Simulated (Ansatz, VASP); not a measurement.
# CsTi2: VASP beside Ansatz

```
Cs Ti
1.0
     4.43245    0.00000    0.00000
    -2.21622    3.83861    0.00000
     0.00000    0.00000    9.27141
Cs Ti
1 2
Direct
  0.00000 0.00000 0.00000
  0.66667 0.33333 0.63147
  0.33333 0.66667 0.36853
```

Alike in both runs: task single point; functional PBE; k mesh 6 × 6 × 2; occupations gaussian, width 0.1 eV; no spin polarisation.

```csv
,VASP,Ansatz
version,VASP 6.6.1,Ansatz 0.2.0
potentials or method,"VASP PAW PBE potentials, release 64 (Cs_sv, Ti_sv), cutoff 520 eV","scalar-relativistic, plane waves, PAW"
valence electrons in the cell,33,33
```

|  | VASP | Ansatz | Ansatz less VASP |
| --- | --- | --- | --- |
| gap on the k mesh at the Fermi level (eV) | none | none | - |
| pressure (GPa) | -6.2 | -6.2 | -0.03 |
| traceless stress, the component that is largest in VASP (GPa) | 1.10 | 1.10 | +0.002 |
| rms of the force components (eV/Å) | 0.855 | 0.857 | +0.0013 |

Atom by atom the forces differ by 0.001 eV/Å (rms over components). A gap of «none» marks a metal or a gap that the smearing closes.

Spin-orbit coupling is off throughout.
